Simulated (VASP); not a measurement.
H14C4O, 38 atoms in the cell. The cell holds a disordered packing, 38 atoms: a = 7.536 Å, b = 7.536 Å, c = 7.536 Å, α = 90.00°, β = 90.00°, γ = 90.00°. 

* Program: VASP 6.6.1
* Task: single point
* Functional: PBE
* Potentials or basis: VASP PAW PBE potentials, release 64 (O, H, C)
* Cutoff: 520 eV
* k mesh: 1 × 1 × 1
* Occupations: fermi-dirac, width 0.05 eV
* Spin: no spin polarisation
* Dipole correction: no
* Further INCAR settings: LREAL = Auto; ALGO = Normal; EDIFF = 1e-07; NBANDS = 61

Potentials or basis: VASP PAW PBE potentials, release 64 (O, H, C).

The run is started by

```bash
$ cat potpaw_PBE.64/O/POTCAR potpaw_PBE.64/H/POTCAR potpaw_PBE.64/C/POTCAR > POTCAR
$ mpirun -np 1 vasp_gam > vasp.out
```

Hardware: 1 thread of Intel Xeon 8259CL (shared host).

Q: How long does it take, and how much memory?

A: It took 2.5 min on 1 thread of Intel Xeon 8259CL (shared host), peak memory 0.39 GiB. Counts: scf iterations 19, k points 1.
